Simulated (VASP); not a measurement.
# Si (P-3m1) in VASP: single point with LDA

Aim: the single point of Si with LDA.

Everything below comes from runs of VASP 6.6.1. Logs are shortened: lines on timing, memory, paths and dates and some standing lists are left out, and cuts for length are marked.

### 1 The cell of the first run

The structure is trigonal, space group P-3m1 (No. 164). Conventional cell: a = 2.651 Å, b = 2.651 Å, c = 13.325 Å, α = 90.00°, β = 90.00°, γ = 120.00°. Within 3.3 Å of Si (site symmetry 3m) lie 12 Si at 2.50 to 2.74 Å. Within 3.5 Å of Si (site symmetry 3m) lie 12 Si at 2.65 to 2.74 Å. Within 3.5 Å of Si (site symmetry 3m) lie 12 Si at 2.65 to 2.74 Å.

### 2 Single point, LDA (the distance across one plane changed)

INCAR

```
SYSTEM = Si
PREC     = Accurate       ! precision mode
ENCUT    = 500            ! plane-wave cutoff, eV
EDIFF    = 1E-6           ! SCF threshold, eV
ISMEAR   = 0              ! smearing method
SIGMA    = 0.15           ! smearing width, eV
LREAL    = .FALSE.        ! projectors in reciprocal space
LASPH    = .TRUE.         ! aspherical terms in the spheres
NELM     = 120            ! most SCF steps
ALGO     = Normal         ! electronic algorithm
ISIF     = 2              ! what is computed and relaxed
LWAVE    = .FALSE.        ! write WAVECAR
LCHARG   = .FALSE.        ! write CHGCAR
GGA      = CA             ! functional
NBANDS   = 21             ! bands
GGA_COMPAT= .FALSE.
```

KPOINTS

```
Automatic mesh
0
G
  25 25 5
  0 0 0
```

POSCAR

```
Si
1.0
   -2.6510666862      0.0000000000      0.0000000000
   -1.3255333431     -2.2958910974      0.0000000000
    0.0000000000      0.0000000000     13.3252272404
Si
6
Direct
    0.3333333333      0.3333333333      0.9373212553
    0.3333333333      0.3333333333      0.2556454637
    0.3333333333      0.3333333333      0.5964833595
    0.6666666667      0.6666666667      0.0852265158
    0.6666666667      0.6666666667      0.4260644116
    0.6666666667      0.6666666667      0.7669023074
```

Potentials or basis: VASP PAW LDA potentials, release 64 (Si).

On the command line:

```console
cat potpaw_LDA.64/Si/POTCAR > POTCAR
mpirun -np 1 vasp_std > vasp.out
```

OUTCAR:

```text
SYSTEM = Si
   PREC = Accurate
   ENCUT = 500
   EDIFF = 1E-6
   ISMEAR = 0
   LREAL = .FALSE.
   LASPH = .TRUE.
   NELM = 120
   ISIF = 2
   GGA = CA

 ion  position               nearest neighbor table
   1  0.333  0.333  0.937-   4 2.50   4 2.50   4 2.50   6 2.74   6 2.74   6 2.74
   2  0.333  0.333  0.256-   4 2.74   5 2.74   4 2.74   5 2.74   4 2.74   5 2.74
   3  0.333  0.333  0.596-   5 2.74   6 2.74   5 2.74   6 2.74   5 2.74   6 2.74
   4  0.667  0.667  0.085-   1 2.50   1 2.50   1 2.50   2 2.74   2 2.74   2 2.74
   5  0.667  0.667  0.426-   3 2.74   2 2.74   3 2.74   2 2.74   3 2.74   2 2.74
   6  0.667  0.667  0.767-   1 2.74   3 2.74   1 2.74   3 2.74   1 2.74   3 2.74

  LATTYP: Found a hexagonal cell.
 ALAT       =     2.6510666862
 C/A-ratio  =     5.0263644101

  Lattice vectors:

 A1 = (   1.3255333431,   2.2958910974,   0.0000000000)
 A2 = (  -2.6510666862,   0.0000000000,   0.0000000000)
 A3 = (   0.0000000000,   0.0000000000,  13.3252272404)

Analysis of symmetry for initial positions (statically):
=====================================================================
 Subroutine PRICEL returns:
 Original cell was already a primitive cell.

 Routine SETGRP: Setting up the symmetry group for a
 hexagonal supercell.

 Subroutine GETGRP returns: Found 12 space group operations
 (whereof  6 operations were pure point group operations)
 out of a pool of 24 trial point group operations.

The static configuration has the point symmetry C_3v.
 The point group associated with its full space group is D_3d.

Analysis of symmetry for dynamics (positions and initial velocities):
=====================================================================
 Subroutine PRICEL returns:
 Original cell was already a primitive cell.

 Routine SETGRP: Setting up the symmetry group for a
 hexagonal supercell.

 Subroutine GETGRP returns: Found 12 space group operations
 (whereof  6 operations were pure point group operations)
 out of a pool of 24 trial point group operations.

The dynamic configuration has the point symmetry C_3v.
 The point group associated with its full space group is D_3d.

 Subroutine INISYM returns: Found 12 space group operations
 (whereof  6 operations are pure point group operations),
 and found     1 'primitive' translations

----------------------------------------------------------------------------------------

                                     Primitive cell

  volume of cell :      81.1048

  direct lattice vectors                    reciprocal lattice vectors
    -2.651066686  0.000000000  0.000000000    -0.377206656  0.217780364  0.000000000
    -1.325533343 -2.295891097  0.000000000     0.000000000 -0.435560729  0.000000000
     0.000000000  0.000000000 13.325227240     0.000000000  0.000000000  0.075045625

  length of vectors
     2.651066686  2.651066686 13.325227240     0.435560729  0.435560729  0.075045625

  position of ions in fractional coordinates (direct lattice)
     0.333333333  0.333333333  0.937321255
     0.333333333  0.333333333  0.255645464
     0.333333333  0.333333333  0.596483359
     0.666666667  0.666666667  0.085226516
     0.666666667  0.666666667  0.426064412
     0.666666667  0.666666667  0.766902307

  ion indices of the primitive-cell ions
   primitive index   ion index
                 1           1
                 2           2
                 3           3
                 4           4
                 5           5
                 6           6

----------------------------------------------------------------------------------------

 KPOINTS: Automatic mesh

Automatic generation of k-mesh.
 Grid dimensions read from file:
 generate k-points for:   25   25    5

 Generating k-lattice:

  Cartesian coordinates                     Fractional coordinates (reciprocal lattice)
    -0.015088266  0.008711215  0.000000000     0.040000000 -0.000000000  0.000000000
     0.000000000 -0.017422429  0.000000000     0.000000000  0.040000000  0.000000000
     0.000000000  0.000000000  0.015009125     0.000000000  0.000000000  0.200000000

  Length of vectors
     0.017422429  0.017422429  0.015009125

  Shift w.r.t. Gamma in fractional coordinates (k-lattice)
     0.000000000  0.000000000  0.000000000

 Subroutine IBZKPT returns following result:
 ===========================================

 Found    299 irreducible k-points:

 Following reciprocal coordinates:
            Coordinates               Weight
  0.000000  0.000000  0.000000      1.000000
  0.040000 -0.000000  0.000000      6.000000
  0.080000 -0.000000  0.000000      6.000000
  0.120000  0.000000  0.000000      6.000000
  0.160000 -0.000000  0.000000      6.000000
  0.200000 -0.000000  0.000000      6.000000
[... 16 lines left out ...]
  0.440000  0.040000  0.000000     12.000000
  0.480000  0.040000  0.000000     12.000000
 [... further k-points ...]
   k-points           NKPTS =    299   k-points in BZ     NKDIM =    299   number of bands    NBANDS=     21
   number of dos      NEDOS =    301   number of ions     NIONS =      6
   total plane-waves  NPLWV =  39200
   dimension x,y,z NGX =    20 NGY =   20 NGZ =   98
   dimension x,y,z NGXF=    40 NGYF=   40 NGZF=  196
   ions per type =               6
   NGX,Y,Z   is equivalent  to a cutoff of  12.54, 12.54, 12.23 a.u.
   NGXF,Y,Z  is equivalent  to a cutoff of  25.08, 25.08, 24.45 a.u.
 SYSTEM =  Si
   PREC   = accura    normal or accurate (medium, high low for compatibility)
   ISTART =      0    job   : 0-new  1-cont  2-samecut
   ICHARG =      2    charge: 1-file 2-atom 10-const
   ISPIN  =      1    spin polarized calculation?
   LNONCOLLINEAR =      F non collinear calculations
   LSORBIT =      F    spin-orbit coupling
   LASPH  =      T    aspherical Exc in radial PAW
   ENCUT  =  500.0 eV  36.75 Ry    6.06 a.u.   4.83  4.83 24.29*2*pi/ulx,y,z
   NELM   =    120;   NELMIN=  2; NELMDL= -5     # of ELM steps
   EDIFF  = 0.1E-05   stopping-criterion for ELM
   LREAL  =      F    real-space projection
   EDIFFG = 0.1E-04   stopping-criterion for IOM
   NSW    =      0    number of steps for IOM
   IBRION =     -1    ionic relax: 0-MD 1-quasi-New 2-CG
   NFREE  =      0    steps in history (QN), initial steepest desc. (CG)
   ISIF   =      2    stress and relaxation
   ISYM   =      2    0-nonsym 1-usesym 2-fastsym
   POTIM  = 0.5000    time-step for ionic-motion
   TEBEG  =    0.0;   TEEND  =   0.0 temperature during run
   PSTRESS=    0.0 pullay stress
   NELECT =      24.0000    total number of electrons
   NUPDOWN=      -1.0000    fix difference up-down
   EMIN   =  10.00;   EMAX   =-10.00  energy-range for DOS
   EFERMI =   0.00;   METHOD = LEGACY
   ISMEAR =     0;   SIGMA  =   0.15  broadening in eV -4-tet -1-fermi 0-gaus
   EFERMI_NEDOS =   21; number of points for ismear=-14 and -15
   IALGO  =     38    algorithm
   IMIX   =      4    mixing-type and parameters
     AMIX     =   0.40;   BMIX     =  1.00
     AMIX_MAG =   1.60;   BMIX_MAG =  1.00
  volume/ion in A,a.u.               =      13.52        91.22
  Fermi-wavevector in a.u.,A,eV,Ry     =   1.090929  2.061556 16.192641  1.190126
  Thomas-Fermi vector in A             =   2.227163
   LORBIT       =      0    0 simple, 1 ext, 2 COOP (PROOUT), +10 PAW based schemes
   GGA     = CA    functional components
   LHFCALC =     F    Hartree Fock is set to
   AEXX    =    0.0000 exact exchange contribution
   IVDW    =     0    specifies the selected vdW correction
   LEPSILON=     F    determine dielectric tensor
   LRPA    =     F    only Hartree local field effects (RPA)
 non-spin polarized calculation
 Gauss-broadening in eV      SIGMA  =   0.15
  energy-cutoff  :      500.00
  volume of cell :       81.10
 maximum number of plane-waves:      2093
   NGX =  9   NGY =  9   NGZ = 49

 number of electron      24.0000001 magnetization

 Free energy of the ion-electron system (eV)
  ---------------------------------------------------
  ext. energy  EPLUGINS =         0.00000000
  ---------------------------------------------------
  free energy    TOTEN  =       -33.12924862 eV

  energy without entropy =      -33.10343573  energy(sigma->0) =      -33.11634217

 E-fermi :  11.0733     XC(G=0): -11.5352

 val. band max:       11.0685085542   @ k =   0.2800   0.3200   0.4000
 cond. band min:      11.0749448650   @ k =   0.4400   0.1600   0.2000
 fundamental gap:      0.0064363108
 Fermi energy:        11.0733235964

 k-point     1 :       0.0000    0.0000    0.0000
  band No.  band energies     occupation
      1      -4.2065      2.00000
      2      -3.2909      2.00000
      3      -2.9685      2.00000
      4      -0.8850      2.00000
      5      -0.5646      2.00000
      6       2.8938      2.00000
[... 13 lines left out ...]
     20      21.8391      0.00000
     21      21.8419      0.00000

 k-point     2 :       0.0400   -0.0000    0.0000
  band No.  band energies     occupation
      1      -4.1626      2.00000
      2      -3.2470      2.00000
      3      -2.9247      2.00000
      4      -0.8416      2.00000
      5      -0.5212      2.00000
      6       2.9371      2.00000
[... 13 lines left out ...]
     20      21.6218      0.00000
     21      21.7080      0.00000

 k-point     3 :       0.0800   -0.0000    0.0000
  band No.  band energies     occupation
      1      -4.0309      2.00000
      2      -3.1155      2.00000
      3      -2.7932      2.00000
      4      -0.7116      2.00000
      5      -0.3912      2.00000
      6       3.0668      2.00000
[... 13 lines left out ...]
     20      20.7063      0.00000
     21      21.3497      0.00000
[... 457 lines left out ...]
 k-point    23 :       0.4400    0.0400    0.0000
  band No.  band energies     occupation
      1       0.5953      2.00000
      2       1.5087      2.00000
      3       1.8307      2.00000
      4       3.8509      2.00000
      5       4.1547      2.00000
      6       4.8792      2.00000
[... 13 lines left out ...]
     20      16.5590      0.00000
     21      16.8186      0.00000

 k-point    24 :       0.4800    0.0400    0.0000
  band No.  band energies     occupation
      1       1.5150      2.00000
      2       2.4311      2.00000
      3       2.7527      2.00000
      4       3.7095      2.00000
      5       4.5767      2.00000
      6       4.6809      2.00000
[... 13 lines left out ...]
     20      15.8117      0.00000
     21      16.0559      0.00000

 [... further k-points ...]

------------------------ aborting loop because EDIFF is reached ----------------------------------------

  FORCE on cell =-STRESS in cart. coord.  units (eV):
  Direction    XX          YY          ZZ          XY          YZ          ZX
  --------------------------------------------------------------------------------------
  -------------------------------------------------------------------------------------
  Total        1.2198895      1.2198895      2.1038919      0.0000000      0.0000000      0.0000000
  in kB       24.0981943     24.0981943     41.5611394      0.0000000      0.0000000      0.0000000
  external PRESSURE =      29.9191760 kB  Pullay stress =       0.0000000 kB

 VOLUME and BASIS-vectors are now :
 -----------------------------------------------------------------------------
  energy-cutoff  :      500.00
  volume of cell :       81.10
      direct lattice vectors                 reciprocal lattice vectors
    -2.651066686  0.000000000  0.000000000    -0.377206656  0.217780364  0.000000000
    -1.325533343 -2.295891097  0.000000000     0.000000000 -0.435560729  0.000000000
     0.000000000  0.000000000 13.325227240     0.000000000  0.000000000  0.075045625

 POSITION                                       TOTAL-FORCE (eV/Angst)
 -----------------------------------------------------------------------------------
     -1.32553     -0.76530     12.49002        -0.000000     -0.000000     -1.086251
     -1.32553     -0.76530      3.40653        -0.000000      0.000000      0.044731
     -1.32553     -0.76530      7.94828         0.000000      0.000000     -0.020526
     -2.65107     -1.53059      1.13566         0.000000      0.000000      1.086251
     -2.65107     -1.53059      5.67741        -0.000000     -0.000000      0.020526
     -2.65107     -1.53059     10.21915         0.000000      0.000000     -0.044731
 -----------------------------------------------------------------------------------
    total drift:                                0.000000      0.000000      0.000005

  FREE ENERGIE OF THE ION-ELECTRON SYSTEM (eV)
  ---------------------------------------------------
  free  energy   TOTEN  =       -33.1292486197 eV

  energy  without entropy=      -33.1034357282  energy(sigma->0) =      -33.11634217
```

Run time: 17 min. Hardware: 1 thread of Oxide Virtual Turin-like, shared host; peak memory 0.37 GiB.

Results:

```
Free energy            : -33.1292 eV
Pressure               : 3.0 GPa
Largest force          : 1.086 eV/Å
Band gap on the k mesh : zero (bands 12 and 13 overlap by 11.89 eV)
```

Forces on the atoms (eV/Å):
```
Si   0.000  0.000 -1.086
Si   0.000  0.000  0.045
Si   0.000  0.000 -0.021
Si   0.000  0.000  1.086
Si   0.000  0.000  0.021
Si   0.000  0.000 -0.045
```

Caveat: the cell differs from its parent crystal (the distance across one plane changed); forces of over 1 eV/Å act on the atoms, so gaps and moduli don't describe the material at rest.
